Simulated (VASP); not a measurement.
# AlGaN2 (P-4m2) in VASP: a series of runs

The runs below take AlGaN2 through single point, with LDA.

Everything below comes from runs of VASP 6.6.1. Logs are shortened: lines on timing, memory, paths and dates and some standing lists are left out, and cuts for length are marked.

### 1 The cell of the first run

The structure is tetragonal, space group P-4m2 (No. 115). The conventional cell has a = 3.188 Å, b = 3.188 Å, c = 4.424 Å, α = 90.00°, β = 90.00°, γ = 90.00°. Within 2.5 Å of Al (site symmetry -4m2) lie 4 N at 1.91 Å. Ga (site symmetry -4m2) has 4 N at 1.97 Å within 2.6 Å. Within 2.5 Å of N (site symmetry 2mm) lie 2 Al at 1.91 Å and 2 Ga at 1.97 Å.

### 2 Single point, LDA (strain +0.0150 x Voigt [1, 1, 0, 0, 0, 0])

INCAR reads:

```
  PREC = Accurate
  ENCUT = 520
  EDIFF = 1E-6
  ISMEAR = 0
  SIGMA = 0.05
  LREAL = F
  LASPH = T
  NELM = 100
  ALGO = Normal
  ISIF = 2
  LWAVE = F
  LCHARG = F
  NBANDS = 21
```

KPOINTS reads:

```
regular mesh
0
Gamma
  8 8 6
```

POSCAR reads:

```
AlGaN2
1.0
    3.1879902044      0.0000000000      0.0000000000
    0.0000000000      3.1879902044      0.0000000000
    0.0000000000      0.0000000000      4.4238379400
Al Ga N
1 1 2
Direct
    0.5000000000      0.5000000000      0.5000000000
    0.0000000000      0.0000000000      0.0000000000
    0.5000000000      0.0000000000      0.7382648100
    0.0000000000      0.5000000000      0.2617351900
```

Potentials or basis: VASP PAW LDA potentials, release 64 (Al, Ga_d, N).

Launch:

```bash
cat potpaw_LDA.64/Al/POTCAR potpaw_LDA.64/Ga_d/POTCAR potpaw_LDA.64/N/POTCAR > POTCAR
mpirun -np 1 vasp_std > vasp.out
```

OUTCAR:

```text
PREC = Accurate
   ENCUT = 520
   EDIFF = 1E-6
   ISMEAR = 0
   LREAL = F
   LASPH = T
   NELM = 100
   ISIF = 2

 ion  position               nearest neighbor table
   1  0.500  0.500  0.500-   3 1.91   4 1.91   3 1.91   4 1.91
   2  0.000  0.000  0.000-   3 1.97   4 1.97   4 1.97   3 1.97
   3  0.500  0.000  0.738-   1 1.91   1 1.91   2 1.97   2 1.97
   4  0.000  0.500  0.262-   1 1.91   1 1.91   2 1.97   2 1.97

  LATTYP: Found a simple tetragonal cell.
 ALAT       =     3.1879902044
 C/A-ratio  =     1.3876573190

  Lattice vectors:

 A1 = (   3.1879902044,   0.0000000000,   0.0000000000)
 A2 = (   0.0000000000,   3.1879902044,   0.0000000000)
 A3 = (   0.0000000000,   0.0000000000,   4.4238379400)

Analysis of symmetry for initial positions (statically):
=====================================================================
 Subroutine PRICEL returns:
 Original cell was already a primitive cell.

 Routine SETGRP: Setting up the symmetry group for a
 simple tetragonal supercell.

 Subroutine GETGRP returns: Found  8 space group operations
 (whereof  8 operations were pure point group operations)
 out of a pool of 16 trial point group operations.

The static configuration has the point symmetry D_2d.

Analysis of symmetry for dynamics (positions and initial velocities):
=====================================================================
 Subroutine PRICEL returns:
 Original cell was already a primitive cell.

 Routine SETGRP: Setting up the symmetry group for a
 simple tetragonal supercell.

 Subroutine GETGRP returns: Found  8 space group operations
 (whereof  8 operations were pure point group operations)
 out of a pool of 16 trial point group operations.

The dynamic configuration has the point symmetry D_2d.

 Subroutine INISYM returns: Found  8 space group operations
 (whereof  8 operations are pure point group operations),
 and found     1 'primitive' translations

----------------------------------------------------------------------------------------

                                     Primitive cell

  volume of cell :      44.9607

  direct lattice vectors                    reciprocal lattice vectors
     3.187990204  0.000000000  0.000000000     0.313677250  0.000000000  0.000000000
     0.000000000  3.187990204  0.000000000     0.000000000  0.313677250  0.000000000
     0.000000000  0.000000000  4.423837940     0.000000000  0.000000000  0.226048064

  length of vectors
     3.187990204  3.187990204  4.423837940     0.313677250  0.313677250  0.226048064

  position of ions in fractional coordinates (direct lattice)
     0.500000000  0.500000000  0.500000000
     0.000000000  0.000000000  0.000000000
     0.500000000  0.000000000  0.738264810
     0.000000000  0.500000000  0.261735190

  ion indices of the primitive-cell ions
   primitive index   ion index
                 1           1
                 2           2
                 3           3
                 4           4

----------------------------------------------------------------------------------------

 KPOINTS: regular mesh

Automatic generation of k-mesh.
 Grid dimensions read from file:
 generate k-points for:    8    8    6

 Generating k-lattice:

  Cartesian coordinates                     Fractional coordinates (reciprocal lattice)
     0.039209656  0.000000000  0.000000000     0.125000000  0.000000000  0.000000000
     0.000000000  0.039209656  0.000000000     0.000000000  0.125000000  0.000000000
     0.000000000  0.000000000  0.037674677     0.000000000  0.000000000  0.166666667

  Length of vectors
     0.039209656  0.039209656  0.037674677

  Shift w.r.t. Gamma in fractional coordinates (k-lattice)
     0.000000000  0.000000000  0.000000000

 Subroutine IBZKPT returns following result:
 ===========================================

 Found     60 irreducible k-points:

 Following reciprocal coordinates:
            Coordinates               Weight
  0.000000  0.000000  0.000000      1.000000
  0.125000  0.000000  0.000000      4.000000
  0.250000  0.000000  0.000000      4.000000
  0.375000  0.000000  0.000000      4.000000
  0.500000  0.000000  0.000000      2.000000
  0.125000  0.125000  0.000000      4.000000
[... 16 lines left out ...]
  0.375000  0.125000  0.166667     16.000000
  0.500000  0.125000  0.166667      8.000000
 [... further k-points ...]
   k-points           NKPTS =     60   k-points in BZ     NKDIM =     60   number of bands    NBANDS=     21
   number of dos      NEDOS =    301   number of ions     NIONS =      4
   total plane-waves  NPLWV =  20736
   dimension x,y,z NGX =    24 NGY =   24 NGZ =   36
   dimension x,y,z NGXF=    48 NGYF=   48 NGZF=   72
   ions per type =               1   1   2
   NGX,Y,Z   is equivalent  to a cutoff of  12.52, 12.52, 13.53 a.u.
   NGXF,Y,Z  is equivalent  to a cutoff of  25.03, 25.03, 27.06 a.u.
 SYSTEM =  unknown system
   PREC   = accura    normal or accurate (medium, high low for compatibility)
   ISTART =      0    job   : 0-new  1-cont  2-samecut
   ICHARG =      2    charge: 1-file 2-atom 10-const
   ISPIN  =      1    spin polarized calculation?
   LNONCOLLINEAR =      F non collinear calculations
   LSORBIT =      F    spin-orbit coupling
   LASPH  =      T    aspherical Exc in radial PAW
   ENCUT  =  520.0 eV  38.22 Ry    6.18 a.u.   5.93  5.93  8.23*2*pi/ulx,y,z
   NELM   =    100;   NELMIN=  2; NELMDL= -5     # of ELM steps
   EDIFF  = 0.1E-05   stopping-criterion for ELM
   LREAL  =      F    real-space projection
   EDIFFG = 0.1E-04   stopping-criterion for IOM
   NSW    =      0    number of steps for IOM
   IBRION =     -1    ionic relax: 0-MD 1-quasi-New 2-CG
   NFREE  =      0    steps in history (QN), initial steepest desc. (CG)
   ISIF   =      2    stress and relaxation
   ISYM   =      2    0-nonsym 1-usesym 2-fastsym
   POTIM  = 0.5000    time-step for ionic-motion
   TEBEG  =    0.0;   TEEND  =   0.0 temperature during run
   PSTRESS=    0.0 pullay stress
   NELECT =      26.0000    total number of electrons
   NUPDOWN=      -1.0000    fix difference up-down
   EMIN   =  10.00;   EMAX   =-10.00  energy-range for DOS
   EFERMI =   0.00;   METHOD = LEGACY
   ISMEAR =     0;   SIGMA  =   0.05  broadening in eV -4-tet -1-fermi 0-gaus
   EFERMI_NEDOS =   21; number of points for ismear=-14 and -15
   IALGO  =     38    algorithm
   IMIX   =      4    mixing-type and parameters
     AMIX     =   0.40;   BMIX     =  1.00
     AMIX_MAG =   1.60;   BMIX_MAG =  1.00
  volume/ion in A,a.u.               =      11.24        75.85
  Fermi-wavevector in a.u.,A,eV,Ry     =   1.363918  2.577431 25.310537  1.860272
  Thomas-Fermi vector in A             =   2.490279
   LORBIT       =      0    0 simple, 1 ext, 2 COOP (PROOUT), +10 PAW based schemes
   GGA     = CA    functional components
   LHFCALC =     F    Hartree Fock is set to
   AEXX    =    0.0000 exact exchange contribution
   IVDW    =     0    specifies the selected vdW correction
   LEPSILON=     F    determine dielectric tensor
   LRPA    =     F    only Hartree local field effects (RPA)
 non-spin polarized calculation
 Gauss-broadening in eV      SIGMA  =   0.05
  energy-cutoff  :      520.00
  volume of cell :       44.96
 maximum number of plane-waves:      1232
 NGX is ok and might be reduce to    24
   NGX = 11   NGY = 11   NGZ = 17

 number of electron      25.9999992 magnetization

 Free energy of the ion-electron system (eV)
  ---------------------------------------------------
  ext. energy  EPLUGINS =         0.00000000
  ---------------------------------------------------
  free energy    TOTEN  =       -30.24469480 eV

  energy without entropy =      -30.24469480  energy(sigma->0) =      -30.24469480

 E-fermi :   5.3151     XC(G=0): -11.5793

 val. band max:        5.0691987956   @ k =   0.0000   0.0000   0.0000
 cond. band min:       7.7372387797   @ k =   0.0000   0.0000   0.0000
 fundamental gap:      2.6680399841
 Fermi energy:         5.3151228525

 k-point     1 :       0.0000    0.0000    0.0000
  band No.  band energies     occupation
      1     -10.0540      2.00000
      2      -8.8715      2.00000
      3      -8.0193      2.00000
      4      -8.0193      2.00000
      5      -7.9755      2.00000
      6      -7.8329      2.00000
[... 13 lines left out ...]
     20      17.4977      0.00000
     21      19.3758      0.00000

 k-point     2 :       0.1250    0.0000    0.0000
  band No.  band energies     occupation
      1      -9.9274      2.00000
      2      -8.8690      2.00000
      3      -8.0209      2.00000
      4      -8.0170      2.00000
      5      -7.9547      2.00000
      6      -7.8428      2.00000
[... 13 lines left out ...]
     20      17.3183      0.00000
     21      18.9735      0.00000

 k-point     3 :       0.2500    0.0000    0.0000
  band No.  band energies     occupation
      1      -9.5979      2.00000
      2      -8.8724      2.00000
      3      -8.0116      2.00000
      4      -7.9972      2.00000
      5      -7.8712      2.00000
      6      -7.8666      2.00000
[... 13 lines left out ...]
     20      16.7929      0.00000
     21      18.0409      0.00000

 k-point     4 :       0.3750    0.0000    0.0000
  band No.  band energies     occupation
      1      -9.2360      2.00000
      2      -8.8946      2.00000
      3      -8.0060      2.00000
      4      -7.9594      2.00000
      5      -7.8902      2.00000
      6      -7.6082      2.00000
[... 13 lines left out ...]
     20      16.4852      0.00000
     21      17.1715      0.00000

 k-point     5 :       0.5000    0.0000    0.0000
  band No.  band energies     occupation
      1      -9.0718      2.00000
      2      -8.9218      2.00000
      3      -8.0037      2.00000
      4      -7.9444      2.00000
      5      -7.9000      2.00000
      6      -7.2233      2.00000
[... 13 lines left out ...]
     20      16.6314      0.00000
     21      16.6625      0.00000
[... 382 lines left out ...]
     20      16.5696      0.00000
     21      18.1089      0.00000

 k-point    22 :       0.2500    0.1250    0.1667
  band No.  band energies     occupation
      1      -9.4332      2.00000
      2      -8.8610      2.00000
      3      -8.0289      2.00000
      4      -7.9529      2.00000
      5      -7.8872      2.00000
      6      -7.8103      2.00000
[... 13 lines left out ...]
     20      16.8079      0.00000
     21      17.4715      0.00000

 k-point    23 :       0.3750    0.1250    0.1667
  band No.  band energies     occupation
      1      -9.1574      2.00000
      2      -8.8697      2.00000
      3      -8.0143      2.00000
      4      -7.9265      2.00000
      5      -7.9078      2.00000
      6      -7.4930      2.00000
[... 13 lines left out ...]
     20      16.8472      0.00000
     21      17.0904      0.00000

 k-point    24 :       0.5000    0.1250    0.1667
  band No.  band energies     occupation
      1      -9.0485      2.00000
      2      -8.8793      2.00000
      3      -8.0089      2.00000
      4      -7.9184      2.00000
      5      -7.9153      2.00000
      6      -7.1159      2.00000
[... 13 lines left out ...]
     20      16.8265      0.00000
     21      16.9141      0.00000

 [... further k-points ...]
[... 5 lines left out ...]
  --------------------------------------------------------------------------------------
  -------------------------------------------------------------------------------------
  Total       -2.8396252     -2.8396252     -2.3228734      0.0000000      0.0000000      0.0000000
  in kB     -101.1901952   -101.1901952    -82.7757172      0.0000000      0.0000000      0.0000000
  external PRESSURE =     -95.0520359 kB  Pullay stress =       0.0000000 kB

 VOLUME and BASIS-vectors are now :
 -----------------------------------------------------------------------------
  energy-cutoff  :      520.00
  volume of cell :       44.96
      direct lattice vectors                 reciprocal lattice vectors
     3.187990204  0.000000000  0.000000000     0.313677250  0.000000000  0.000000000
     0.000000000  3.187990204  0.000000000     0.000000000  0.313677250  0.000000000
     0.000000000  0.000000000  4.423837940     0.000000000  0.000000000  0.226048064

 POSITION                                       TOTAL-FORCE (eV/Angst)
 -----------------------------------------------------------------------------------
      1.59400      1.59400      2.21192         0.000000      0.000000      0.000000
      0.00000      0.00000      0.00000         0.000000     -0.000000      0.000000
      1.59400      0.00000      3.26596         0.000000     -0.000000      0.135697
      0.00000      1.59400      1.15787         0.000000     -0.000000     -0.135697
 -----------------------------------------------------------------------------------
    total drift:                                0.000000      0.000000      0.000000

  FREE ENERGIE OF THE ION-ELECTRON SYSTEM (eV)
  ---------------------------------------------------
  free  energy   TOTEN  =       -30.2446948019 eV

  energy  without entropy=      -30.2446948019  energy(sigma->0) =      -30.24469480
```

Wall time 15 s (1 thread of Intel Xeon 6975P-C (Granite Rapids), shared host); peak memory 0.18 GiB.

Results:

| Property | Result |
| --- | --- |
| Free energy | -30.2447 eV |
| Pressure | -9.5 GPa |
| Largest force | 0.136 eV/Å |
| Band gap on the k mesh | 2.67 eV, direct |

Forces on the atoms (eV/Å):
```
Al   0.000  0.000  0.000
Ga   0.000  0.000  0.000
N    0.000  0.000  0.136
N    0.000  0.000 -0.136
```

Levels at points of the mesh, in eV from the valence-band top:
```
           k point  band 11  band 12  band 13  band 14  band 15  band 16
(0.00, 0.00, 0.00)    -0.16     0.00     0.00     2.67     3.44     7.14
(0.50, 0.00, 0.00)    -2.75    -1.00    -0.72     6.74     6.95     7.73
(0.50, 0.50, 0.00)    -2.15    -2.15    -2.15     3.27     3.27     6.09
(0.00, 0.00, 0.50)    -1.54    -1.02    -1.02     5.09     5.25     7.53
(0.50, 0.00, 0.50)    -0.78    -0.59    -0.52     4.88     6.26     8.92
(0.50, 0.50, 0.50)    -3.16    -3.13    -3.13     6.15     6.15     8.39
```

Caveat: the cell differs from its parent crystal (strain +0.0150 x Voigt [1, 1, 0, 0, 0, 0]).

### 3 Single point, LDA (strain +0.0175 x Voigt [1, 1, 0, 0, 0, 0])

INCAR reads:

```
PREC = Accurate ; ENCUT = 520
EDIFF = 1E-6 ; ISMEAR = 0
SIGMA = 0.05 ; LREAL = False
LASPH = True ; NELM = 100
ALGO = Normal ; ISIF = 2
LWAVE = False ; LCHARG = False
NBANDS = 21
```

KPOINTS is that of step 2.

POSCAR, as its differences from that of step 2:

```diff
@@ -2,4 +2,4 @@
 1.0
-    3.1879902044      0.0000000000      0.0000000000
-    0.0000000000      3.1879902044      0.0000000000
+    3.1958423971      0.0000000000      0.0000000000
+    0.0000000000      3.1958423971      0.0000000000
     0.0000000000      0.0000000000      4.4238379400
```

Potentials or basis: VASP PAW LDA potentials, release 64 (Al, Ga_d, N).

Launch:

```bash
cat potpaw_LDA.64/Al/POTCAR potpaw_LDA.64/Ga_d/POTCAR potpaw_LDA.64/N/POTCAR > POTCAR
mpirun -np 1 vasp_std > vasp.out
```

OUTCAR:

```text
PREC = Accurate
   ENCUT = 520
   EDIFF = 1E-6
   ISMEAR = 0
   LREAL = False
   LASPH = True
   NELM = 100
   ISIF = 2

 ion  position               nearest neighbor table
   1  0.500  0.500  0.500-   3 1.91   4 1.91   3 1.91   4 1.91
   2  0.000  0.000  0.000-   3 1.97   4 1.97   4 1.97   3 1.97
   3  0.500  0.000  0.738-   1 1.91   1 1.91   2 1.97   2 1.97
   4  0.000  0.500  0.262-   1 1.91   1 1.91   2 1.97   2 1.97

  LATTYP: Found a simple tetragonal cell.
 ALAT       =     3.1958423971
 C/A-ratio  =     1.3842478415

  Lattice vectors:

 A1 = (   3.1958423971,   0.0000000000,   0.0000000000)
 A2 = (   0.0000000000,   3.1958423971,   0.0000000000)
 A3 = (   0.0000000000,   0.0000000000,   4.4238379400)

Analysis of symmetry for initial positions (statically):
=====================================================================
 Subroutine PRICEL returns:
 Original cell was already a primitive cell.

 Routine SETGRP: Setting up the symmetry group for a
 simple tetragonal supercell.
[... 163 lines left out ...]

 Free energy of the ion-electron system (eV)
  ---------------------------------------------------
  ext. energy  EPLUGINS =         0.00000000
  ---------------------------------------------------
  free energy    TOTEN  =       -30.23019641 eV

  energy without entropy =      -30.23019641  energy(sigma->0) =      -30.23019641

 E-fermi :   5.2484     XC(G=0): -11.5557

 val. band max:        5.0172013196   @ k =   0.0000   0.0000   0.0000
 cond. band min:       7.6520936510   @ k =   0.0000   0.0000   0.0000
 fundamental gap:      2.6348923314
 Fermi energy:         5.2484490846

 k-point     1 :       0.0000    0.0000    0.0000
  band No.  band energies     occupation
      1     -10.0680      2.00000
      2      -8.9083      2.00000
      3      -8.0702      2.00000
      4      -8.0702      2.00000
      5      -8.0266      2.00000
      6      -7.8859      2.00000
[... 565 lines left out ...]
     20      16.7320      0.00000
     21      16.8297      0.00000

 [... further k-points ...]
[... 5 lines left out ...]
  --------------------------------------------------------------------------------------
  -------------------------------------------------------------------------------------
  Total       -3.1140998     -3.1140998     -2.5030111      0.0000000      0.0000000     -0.0000000
  in kB     -110.4264714   -110.4264714    -88.7571679      0.0000000      0.0000000     -0.0000000
  external PRESSURE =    -103.2033702 kB  Pullay stress =       0.0000000 kB

 VOLUME and BASIS-vectors are now :
 -----------------------------------------------------------------------------
  energy-cutoff  :      520.00
  volume of cell :       45.18
      direct lattice vectors                 reciprocal lattice vectors
     3.195842397  0.000000000  0.000000000     0.312906544  0.000000000  0.000000000
     0.000000000  3.195842397  0.000000000     0.000000000  0.312906544  0.000000000
     0.000000000  0.000000000  4.423837940     0.000000000  0.000000000  0.226048064

 POSITION                                       TOTAL-FORCE (eV/Angst)
 -----------------------------------------------------------------------------------
      1.59792      1.59792      2.21192        -0.000000     -0.000000      0.000000
      0.00000      0.00000      0.00000        -0.000000      0.000000      0.000000
      1.59792      0.00000      3.26596         0.000000      0.000000      0.130234
      0.00000      1.59792      1.15787        -0.000000      0.000000     -0.130234
 -----------------------------------------------------------------------------------
    total drift:                                0.000000      0.000000     -0.000000

  FREE ENERGIE OF THE ION-ELECTRON SYSTEM (eV)
  ---------------------------------------------------
  free  energy   TOTEN  =       -30.2301964149 eV

  energy  without entropy=      -30.2301964149  energy(sigma->0) =      -30.23019641
```

Wall time 15 s (1 thread of Intel Xeon 6975P-C (Granite Rapids), shared host); peak memory 0.18 GiB.

Results:

```
Free energy            : -30.2302 eV
Pressure               : -10.3 GPa
Largest force          : 0.130 eV/Å
Band gap on the k mesh : 2.63 eV, direct
```

Forces on the atoms (eV/Å):
```
Al   0.000  0.000  0.000
Ga   0.000  0.000  0.000
N    0.000  0.000  0.130
N    0.000  0.000 -0.130
```

Caveat: the cell differs from its parent crystal (strain +0.0175 x Voigt [1, 1, 0, 0, 0, 0]).

(Continued in part 2 of 2.)
